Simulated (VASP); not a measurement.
**CuSi16 (a cell with a defect): single point with PBE**

CuSi16 (a cell with a defect):

```xyz
17
Lattice="0.0000 5.4300 5.4300 5.4300 0.0000 5.4300 5.4300 5.4300 0.0000" Properties=species:S:1:pos:R:3 pbc="T T T"
Si   -0.0204    0.5130    0.2025
Si    1.4194    1.4215    1.7430
Si    2.5707    2.4911    0.0427
Si    3.8661    4.2102    1.2059
Si    3.1413   -0.0854    2.5775
Si    3.7476    1.4200    4.1221
Si    4.8145    2.9085    2.7636
Si    6.5916    4.0345    3.9048
Si    0.4009    3.0704    3.3724
Si    1.4267    4.8073    4.3219
Si    3.1911    5.9369    2.7395
Si    4.6635    6.7515    4.3358
Si    2.6051    2.9349    5.4291
Si    4.2440    3.6423    7.0424
Si    5.9145    5.1600    5.6053
Si    6.7188    6.8483    7.3265
Cu    3.1694    5.4419    5.5922
```

```json
{
 "Program": "VASP 6.6.1",
 "Task": "single point",
 "Functional": "PBE",
 "Potentials or basis": "VASP PAW PBE potentials, release 64 (Si, Cu)",
 "Cutoff": "520 eV",
 "k mesh": "2 × 2 × 2",
 "Occupations": "fermi-dirac, width 0.02 eV",
 "Spin": "no spin polarisation",
 "Dipole correction": "no",
 "Charge": "1",
 "Further INCAR settings": "LREAL = Auto; ALGO = Normal; EDIFF = 1e-07; NBANDS = 52; NELECT = 74.0"
}
```

```yaml
Largest_force: 3.734 eV/Å
```

Forces on the atoms (eV/Å):
```
Si  -2.051 -0.704  0.219
Si   0.190  0.782  0.665
Si   0.374  1.266 -0.916
Si   0.002  0.936 -0.763
Si  -2.736 -0.514  1.079
Si   0.976  0.351  1.083
Si   2.498 -0.458  0.135
Si   2.174 -1.661 -1.581
Si  -0.370 -1.620 -1.648
Si   0.921  0.195 -0.914
Si  -0.450 -1.028  0.019
Si  -0.387  0.691  0.452
Si  -1.075 -0.665  1.793
Si   1.352 -0.143 -1.074
Si  -1.548  1.422  3.086
Si  -0.759  1.049 -1.946
Cu   0.888  0.100  0.312
```

Levels at points of the mesh, in eV from the Fermi level:
```csv
k point,band 34,band 35,band 36,band 37,band 38,band 39,band 40,band 41
"(0.00, 0.00, 0.00)",-0.53,-0.41,-0.12,-0.07,0.02,0.08,0.36,0.53
"(0.50, 0.00, 0.00)",-0.95,-0.83,-0.74,-0.13,0.07,0.46,0.77,1.25
"(0.00, 0.50, 0.00)",-1.34,-0.97,-0.31,-0.11,0.35,0.58,0.67,0.94
"(0.00, 0.00, 0.50)",-1.42,-1.14,-0.92,-0.62,0.06,0.47,0.62,0.78
"(0.50, 0.50, 0.50)",-1.10,-0.60,-0.39,-0.01,0.09,0.53,0.71,0.98
"(0.50, 0.50, 0.00)",-1.50,-1.04,-0.94,-0.60,0.53,0.73,1.14,1.28
"(0.00, 0.50, 0.50)",-1.48,-1.20,-1.00,-0.42,0.43,0.71,1.16,1.46
"(0.50, 0.00, 0.50)",-1.38,-1.16,-0.91,-0.51,0.13,0.62,1.29,1.49
```

It took 8.9 min on 1 thread of Intel Xeon 8259CL, with other jobs on the host, peak memory 0.5 GiB.

Caveat: the k points lie up to 0.50 Å⁻¹ apart; the cell carries a net charge on a neutralising background, which shifts energy and pressure; the cell is charged against a uniform background, so pressure and absolute levels hang on convention; the atoms stand as in a frame of molecular dynamics.
